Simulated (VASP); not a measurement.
# Cr: single point with PBE

The system is Cr.

```xyz
2
Lattice="2.9689 0.0000 0.0000 0.0000 2.9689 0.0000 0.0000 0.0000 2.9689" Properties=species:S:1:pos:R:3 pbc="T T T"
Cr    0.0000    0.0000    0.0000
Cr    1.4844    1.4844    1.4844
```

- Program: VASP 6.6.1
- Task: single point
- Functional: PBE
- Potentials or basis: VASP PAW PBE potentials, release 64 (Cr_pv)
- Cutoff: 520 eV
- k mesh: 11 × 11 × 11
- Occupations: fermi-dirac, width 0.05 eV
- Spin: collinear spin, ferrimagnetic start
- Starting moments: [-1.55, 1.85] μB
- Fixed moment: 0.3 μB

```
Pressure                                              : -14.1 GPa
Net moment                                            : 0.30 μB per cell
Site moments                                          : Cr -1.60, +1.84 μB
Valence electrons inside the program's atomic spheres : Cr 10.83, 10.82
```

Run time: 56 s on 1 thread of Intel(R) Xeon(R) Platinum 8259CL CPU @ 2.50GHz (Skylake/Cascade Lake), with other jobs on the host, peak memory 0.18 GiB.

Caveat: the cell stands under tension; the total moment is fixed, so each spin has its own Fermi level.
